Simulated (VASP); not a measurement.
As, 2 atoms in the cell. It takes space group Fd-3m (No. 227, cubic). Conventional cell: a = 6.165 Å, b = 6.165 Å, c = 6.165 Å, α = 90.00°, β = 90.00°, γ = 90.00°. As (site symmetry -43m) has 4 As at 2.67 Å within 3.5 Å. 

| Item | Value |
| --- | --- |
| Program | VASP 6.6.1 |
| Task | single point |
| Functional | revPBE |
| Potentials or basis | VASP PAW PBE potentials, release 64 (As) |
| Cutoff | 520 eV |
| k mesh | 15 × 15 × 15 |
| Occupations | fermi-dirac, width 0.1 eV |
| Spin | no spin polarisation |
| Dipole correction | no |
| Further INCAR settings | ALGO = Normal; EDIFF = 1e-06; NBANDS = 12 |

Potentials or basis: VASP PAW PBE potentials, release 64 (As).

Run with:

```console
$ cat potpaw_PBE.64/As/POTCAR > POTCAR
$ mpirun -np 1 vasp_std > vasp.out
```

Hardware: 1 thread of Intel(R) Xeon(R) Platinum 8259CL CPU @ 2.50GHz (Skylake/Cascade Lake), on a shared host.

Task: Estimate the wall time of this run.

Result: Run time: 53 s on 1 thread of Intel(R) Xeon(R) Platinum 8259CL CPU @ 2.50GHz (Skylake/Cascade Lake), with other jobs on the host, peak memory 0.21 GiB. Counts: scf iterations 11, k points 120.
